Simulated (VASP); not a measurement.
# HW8C8 in VASP: single point with r2SCAN+D3(BJ)

Aim: the single point of HW8C8 with r2SCAN+D3(BJ).

All numbers are computed with VASP 6.6.1; they aren't measurements. Logs are shortened: lines on timing, memory, paths and dates and some standing lists are left out, and cuts for length are marked.

## 1. The cell of the first run

The cell holds a slab with vacuum, 17 atoms: a = 5.803 Å, b = 5.803 Å, c = 15.251 Å, α = 90.00°, β = 90.00°, γ = 120.00°.

## 2. Single point, r2SCAN+D3(BJ)

Contents of POSCAR:

```
HW8C8
1.0
    5.8034000000      0.0000000000      0.0000000000
   -2.9017000000      5.0258920000      0.0000000000
    0.0000000000      0.0000000000     15.2508500000
W C H
8 8 1
Direct
    0.0000000000      0.0000000000      0.0655701158
    0.0036860994     -0.0324320539      0.2475534151
    0.0000040393      0.4999908474      0.0655701158
    0.0008132192      0.4873761712      0.2595002901
    0.5000000000      0.0000000000      0.0655701158
    0.5261156152     -0.0028054721      0.2562283414
    0.4999868081      0.4999908474      0.0655701158
    0.4850566642      0.4984587810      0.2471206523
    0.3704200961      0.1880263245      0.1488310488
    0.3312144924      0.1276390340      0.3185199513
    0.2793126176      0.6419556966      0.1504703017
    0.3612212900      0.6575151237      0.3190904114
    0.8467269828      0.1572855127      0.1499522977
    0.8822952870      0.1544999375      0.3317978998
    0.8250738615      0.7000150421      0.1495719911
    0.7731707098      0.5641585613      0.3333125695
    0.8053545096      0.6190144953      0.4034791503
```

Contents of INCAR.step1:

```
SYSTEM = HW8C8
PREC = Accurate
ENCUT = 520
ISMEAR = -1
SIGMA = 0.15
LREAL = Auto
LASPH = .TRUE.
NELM = 60
NBANDS = 86
GGA = PE
ALGO = Normal
EDIFF = 1E-4
LWAVE = .TRUE.
LCHARG = .FALSE.
```

Contents of INCAR.step2:

```
SYSTEM = HW8C8
PREC = Accurate
ENCUT = 520
EDIFF = 1E-7
ISMEAR = -1
SIGMA = 0.15
LREAL = Auto
LASPH = .TRUE.
NELM = 60
ALGO = Normal
ISIF = 2
LWAVE = .FALSE.
LCHARG = .FALSE.
METAGGA = R2SCAN
LMIXTAU = .TRUE.
IVDW = 12
VDW_S6 = 1.0
VDW_S8 = 0.78981345
VDW_A1 = 0.49484001
VDW_A2 = 5.73083694
NBANDS = 86
ISTART = 1
```

Contents of KPOINTS:

```
regular mesh
0
G
  3 3 1
  0 0 0
```

Potentials or basis: VASP PAW PBE potentials, release 64 (W_sv, C, H).

Launch:

```
$ cat potpaw_PBE.64/W_sv/POTCAR potpaw_PBE.64/C/POTCAR potpaw_PBE.64/H/POTCAR > POTCAR
$ cp INCAR.step1 INCAR
$ mpirun -np 1 vasp_std > vasp.out
$ cp INCAR.step2 INCAR
$ mpirun -np 1 vasp_std > vasp.out
```

OUTCAR:

```text
SYSTEM = HW8C8
   PREC = Accurate
   ENCUT = 520
   EDIFF = 1E-7
   ISMEAR = -1
   LREAL = Auto
   LASPH = .TRUE.
   NELM = 60
   ISIF = 2
   METAGGA = R2SCAN
   IVDW = 12
   ISTART = 1
 IVDW          = 12

 ion  position               nearest neighbor table
   1  0.000  0.000  0.066-  15 1.98  13 2.02   9 2.25   2 2.78   7 2.90   3 2.90   5 2.90   5 2.90
                             3 2.90   7 2.90
   2  0.004  0.968  0.248-  10 1.97  14 2.02  15 2.03  13 2.29   9 2.39  16 2.42   1 2.78   4 2.78
                             6 2.86   8 2.88   8 2.95   6 2.95   4 3.03
   3  0.000  0.500  0.066-  11 1.91  13 2.15  15 2.28   7 2.90   1 2.90   5 2.90   5 2.90   1 2.90
                             7 2.90   4 2.96
   4  0.001  0.487  0.260-  16 1.95  14 2.02  12 2.03  11 2.18  13 2.36  15 2.58   2 2.78   8 2.79
                             6 2.80   3 2.96   6 3.01   2 3.03   8 3.03
   5  0.500  0.000  0.066-   9 2.05  13 2.17  11 2.23   7 2.90   3 2.90   1 2.90   1 2.90   3 2.90
                             7 2.90   6 2.91
   6  0.526  0.997  0.256-  10 1.90  12 1.96  14 2.13  13 2.29   9 2.39  11 2.44   8 2.79   4 2.80
                             2 2.86   5 2.91   2 2.95   4 3.01   8 3.04
   7  0.500  0.500  0.066-   9 2.02  15 2.09  11 2.25   8 2.77   3 2.90   1 2.90   5 2.90   5 2.90
                             1 2.90   3 2.90
   8  0.485  0.498  0.247-  12 1.80  16 2.01  10 2.17   9 2.18  15 2.27  11 2.30   7 2.77   4 2.79
                             6 2.79   2 2.88   2 2.95   4 3.03   6 3.04
   9  0.370  0.188  0.149-   7 2.02   5 2.05   8 2.18   1 2.25   2 2.39   6 2.39
  10  0.331  0.128  0.319-   6 1.90   2 1.97   8 2.17
  11  0.279  0.642  0.150-   3 1.91   4 2.18   5 2.23   7 2.25   8 2.30   6 2.44
  12  0.361  0.658  0.319-   8 1.80   6 1.96   4 2.03
  13  0.847  0.157  0.150-   1 2.02   3 2.15   5 2.17   6 2.29   2 2.29   4 2.36
  14  0.882  0.154  0.332-   2 2.02   4 2.02   6 2.13
  15  0.825  0.700  0.150-   1 1.98   2 2.03   7 2.09   8 2.27   3 2.28   4 2.58
  16  0.773  0.564  0.333-  17 1.11   4 1.95   8 2.01   2 2.42
  17  0.805  0.619  0.403-  16 1.11

  LATTYP: Found a hexagonal cell.
 ALAT       =     5.8034000000
 C/A-ratio  =     2.6279163938

  Lattice vectors:

 A1 = (   5.8034000000,   0.0000000000,   0.0000000000)
 A2 = (  -2.9017000000,   5.0258920000,   0.0000000000)
 A3 = (   0.0000000000,   0.0000000000,  15.2508500000)

Analysis of symmetry for initial positions (statically):
=====================================================================
 Subroutine PRICEL returns:
 Original cell was already a primitive cell.

 Routine SETGRP: Setting up the symmetry group for a
 hexagonal supercell.

 Subroutine GETGRP returns: Found  1 space group operations
 (whereof  1 operations were pure point group operations)
 out of a pool of 24 trial point group operations.

The static configuration has the point symmetry C_1 .

Analysis of symmetry for dynamics (positions and initial velocities):
=====================================================================
 Subroutine PRICEL returns:
 Original cell was already a primitive cell.

 Routine SETGRP: Setting up the symmetry group for a
 hexagonal supercell.

 Subroutine GETGRP returns: Found  1 space group operations
 (whereof  1 operations were pure point group operations)
 out of a pool of 24 trial point group operations.

The dynamic configuration has the point symmetry C_1 .

 Subroutine INISYM returns: Found  1 space group operations
 (whereof  1 operations are pure point group operations),
 and found     1 'primitive' translations

----------------------------------------------------------------------------------------

                                     Primitive cell

  volume of cell :     444.8255

  direct lattice vectors                    reciprocal lattice vectors
     5.803400000  0.000000000  0.000000000     0.172312782  0.099484828  0.000000000
    -2.901700000  5.025892000  0.000000000     0.000000000  0.198969656  0.000000000
     0.000000000  0.000000000 15.250850000     0.000000000  0.000000000  0.065570116

  length of vectors
     5.803400000  5.803400149 15.250850000     0.198969661  0.198969656  0.065570116

  position of ions in fractional coordinates (direct lattice)
     0.000000000  0.000000000  0.065570116
     0.003686099  0.967567946  0.247553415
     0.000004039  0.499990847  0.065570116
     0.000813219  0.487376171  0.259500290
     0.500000000  0.000000000  0.065570116
     0.526115615  0.997194528  0.256228341
[... 9 lines left out ...]
     0.773170710  0.564158561  0.333312570
     0.805354510  0.619014495  0.403479150

  ion indices of the primitive-cell ions
   primitive index   ion index
                 1           1
                 2           2
                 3           3
                 4           4
                 5           5
                 6           6
[... 9 lines left out ...]
                16          16
                17          17

----------------------------------------------------------------------------------------

 KPOINTS: regular mesh

Automatic generation of k-mesh.
 Grid dimensions read from file:
 generate k-points for:    3    3    1

 Generating k-lattice:

  Cartesian coordinates                     Fractional coordinates (reciprocal lattice)
     0.057437594  0.033161609  0.000000000     0.333333333  0.000000000  0.000000000
     0.000000000  0.066323219  0.000000000     0.000000000  0.333333333  0.000000000
     0.000000000  0.000000000  0.065570116     0.000000000  0.000000000  1.000000000

  Length of vectors
     0.066323220  0.066323219  0.065570116

  Shift w.r.t. Gamma in fractional coordinates (k-lattice)
     0.000000000  0.000000000  0.000000000

 Subroutine IBZKPT returns following result:
 ===========================================

 Found      5 irreducible k-points:

 Following reciprocal coordinates:
            Coordinates               Weight
  0.000000  0.000000  0.000000      1.000000
  0.333333  0.000000  0.000000      2.000000
  0.000000  0.333333  0.000000      2.000000
 -0.333333  0.333333  0.000000      2.000000
  0.333333  0.333333  0.000000      2.000000
   k-points           NKPTS =      5   k-points in BZ     NKDIM =      5   number of bands    NBANDS=     86
   number of dos      NEDOS =    301   number of ions     NIONS =     17
   total plane-waves  NPLWV = 276480
   dimension x,y,z NGX =    48 NGY =   48 NGZ =  120
   dimension x,y,z NGXF=    96 NGYF=   96 NGZF=  240
   ions per type =               8   8   1
   NGX,Y,Z   is equivalent  to a cutoff of  13.75, 13.75, 13.08 a.u.
   NGXF,Y,Z  is equivalent  to a cutoff of  27.50, 27.50, 26.16 a.u.
 SYSTEM =  HW8C8
   PREC   = accura    normal or accurate (medium, high low for compatibility)
   ISTART =      1    job   : 0-new  1-cont  2-samecut
   ICHARG =      0    charge: 1-file 2-atom 10-const
   ISPIN  =      1    spin polarized calculation?
   LNONCOLLINEAR =      F non collinear calculations
   LSORBIT =      F    spin-orbit coupling
   LASPH  =      T    aspherical Exc in radial PAW
   ENCUT  =  520.0 eV  38.22 Ry    6.18 a.u.  10.79 10.79 28.36*2*pi/ulx,y,z
   NELM   =     60;   NELMIN=  2; NELMDL=  0     # of ELM steps
   EDIFF  = 0.1E-06   stopping-criterion for ELM
   LREAL  =      T    real-space projection
   EDIFFG = 0.1E-05   stopping-criterion for IOM
   NSW    =      0    number of steps for IOM
   IBRION =     -1    ionic relax: 0-MD 1-quasi-New 2-CG
   NFREE  =      0    steps in history (QN), initial steepest desc. (CG)
   ISIF   =      2    stress and relaxation
   ISYM   =      2    0-nonsym 1-usesym 2-fastsym
   POTIM  = 0.5000    time-step for ionic-motion
   TEBEG  =    0.0;   TEEND  =   0.0 temperature during run
   PSTRESS=    0.0 pullay stress
   NELECT =     145.0000    total number of electrons
   NUPDOWN=      -1.0000    fix difference up-down
   EMIN   =  10.00;   EMAX   =-10.00  energy-range for DOS
   EFERMI =   0.00;   METHOD = LEGACY
   ISMEAR =    -1;   SIGMA  =   0.15  broadening in eV -4-tet -1-fermi 0-gaus
   EFERMI_NEDOS =   21; number of points for ismear=-14 and -15
   IALGO  =     38    algorithm
   IMIX   =      4    mixing-type and parameters
     AMIX     =   0.40;   BMIX     =  1.00
     AMIX_MAG =   1.60;   BMIX_MAG =  1.00
  volume/ion in A,a.u.               =      26.17       176.58
  Fermi-wavevector in a.u.,A,eV,Ry     =   1.126681  2.129118 17.271369  1.269410
  Thomas-Fermi vector in A             =   2.263364
   LORBIT       =      0    0 simple, 1 ext, 2 COOP (PROOUT), +10 PAW based schemes
   METAGGA = R2SCAN    functional components
   LHFCALC =     F    Hartree Fock is set to
   AEXX    =    0.0000 exact exchange contribution
   IVDW    =    12    specifies the selected vdW correction
   LEPSILON=     F    determine dielectric tensor
   LRPA    =     F    only Hartree local field effects (RPA)
 non-spin polarized calculation
  energy-cutoff  :      520.00
  volume of cell :      444.83
 maximum number of plane-waves:     11985
 NGX is ok and might be reduce to    48
   NGX = 21   NGY = 21   NGZ = 57

 number of electron     145.0000002 magnetization

 Free energy of the ion-electron system (eV)
  ---------------------------------------------------
  ext. energy  EPLUGINS =         0.00000000
  ---------------------------------------------------
  free energy    TOTEN  =      -476.18362927 eV

  energy without entropy =     -475.80543207  energy(sigma->0) =     -475.99453067

 E-fermi :   0.9445     XC(G=0):  -6.8034

 val. band max:        0.8676280671   @ k =  -0.3333   0.3333   0.0000
 cond. band min:       0.9935714271   @ k =   0.0000   0.0000   0.0000
 fundamental gap:      0.1259433600
 Fermi energy:         0.9445380648

 k-point     1 :       0.0000    0.0000    0.0000
  band No.  band energies     occupation
      1     -75.1188      2.00000
      2     -74.9888      2.00000
      3     -74.9337      2.00000
      4     -74.9156      2.00000
      5     -74.8562      2.00000
      6     -74.8336      2.00000
[... 424 lines left out ...]
     83       3.5718      0.00000
     84       3.6345      0.00000
 [bands above 84 left out]

------------------------ aborting loop because EDIFF is reached ----------------------------------------

 Edisp (eV)   -1.96183

 E8    (eV) :    -0.7377

  FORCE on cell =-STRESS in cart. coord.  units (eV):
  Direction    XX          YY          ZZ          XY          YZ          ZX
  --------------------------------------------------------------------------------------
  -------------------------------------------------------------------------------------
  Total      16.40404    10.37977    11.47204    -3.74595     7.18552    -4.76556
  in kB      59.08423    37.38595    41.32010   -13.49220    25.88087   -17.16464
  external pressure =       45.93 kB  Pullay stress =        0.00 kB

 VOLUME and BASIS-vectors are now :
 -----------------------------------------------------------------------------
  energy-cutoff  :      520.00
  volume of cell :      444.83
      direct lattice vectors                 reciprocal lattice vectors
     5.803400000  0.000000000  0.000000000     0.172312782  0.099484828  0.000000000
    -2.901700000  5.025892000  0.000000000     0.000000000  0.198969656  0.000000000
     0.000000000  0.000000000 15.250850000     0.000000000  0.000000000  0.065570116

 POSITION                                       TOTAL-FORCE (eV/Angst)
 -----------------------------------------------------------------------------------
      0.00000      0.00000      1.00000         0.631514      0.613778     -1.776468
     -2.78620      4.86289      3.77540        -0.975617      2.717795      2.092532
     -1.45080      2.51290      1.00000        -1.407163     -0.625047     -0.796269
     -1.40950      2.44950      3.95760         1.074235     -1.841366     -1.156148
      2.90170      0.00000      1.00000         0.377759     -0.128010      0.200003
      0.15970      5.01179      3.90770        -0.242168      0.074640     -1.750982
[... 9 lines left out ...]
      2.85000      2.83540      5.08330         0.441012      3.777151      1.309713
      2.87760      3.11110      6.15340        -0.250132     -0.597454     -0.395758
 -----------------------------------------------------------------------------------
    total drift:                               -0.016492      0.011238      0.006072

  FREE ENERGIE OF THE ION-ELECTRON SYSTEM (eV)
  ---------------------------------------------------
  free  energy   TOTEN  =      -478.1454578060 eV

  energy  without entropy=     -477.7672606049  energy(sigma->0) =     -477.95635921
```

Wall time 35 min (1 thread of Intel Xeon Platinum 8259CL at 2.50GHz (Skylake/Cascade Lake), shared host); peak memory 0.74 GiB.

What came out:

* Free energy: -478.1455 eV
* Largest force: 6.098 eV/Å
* Band gap on the k mesh: zero (an odd number of electrons rules out a gap without spin polarisation)
* Dispersion energy per atom: -0.115 eV

Forces in eV/Å, atoms in the order of the input:
```
W    0.632  0.614 -1.776
W   -0.976  2.718  2.093
W   -1.407 -0.625 -0.796
W    1.074 -1.841 -1.156
W    0.378 -0.128  0.200
W   -0.242  0.075 -1.751
W   -0.482  0.546 -1.157
W    4.529 -3.673 -1.782
C   -1.736 -2.003  0.360
C   -0.427  1.169  1.170
C    3.684  2.760  0.455
C   -3.510  0.626  3.792
C   -1.664  0.690  0.891
C   -0.984 -0.307 -1.210
C    0.939 -3.799 -0.245
C    0.441  3.777  1.310
H   -0.250 -0.597 -0.396
```

Caveat: the k points lie up to 0.42 Å⁻¹ apart, too coarse for converged energies and pressures of a metal; the atoms stand as in a frame of molecular dynamics; the PAW data sets were made with another functional, which shifts forces and pressure a little; spin-orbit coupling is left out, which moves the levels of the heavy elements.
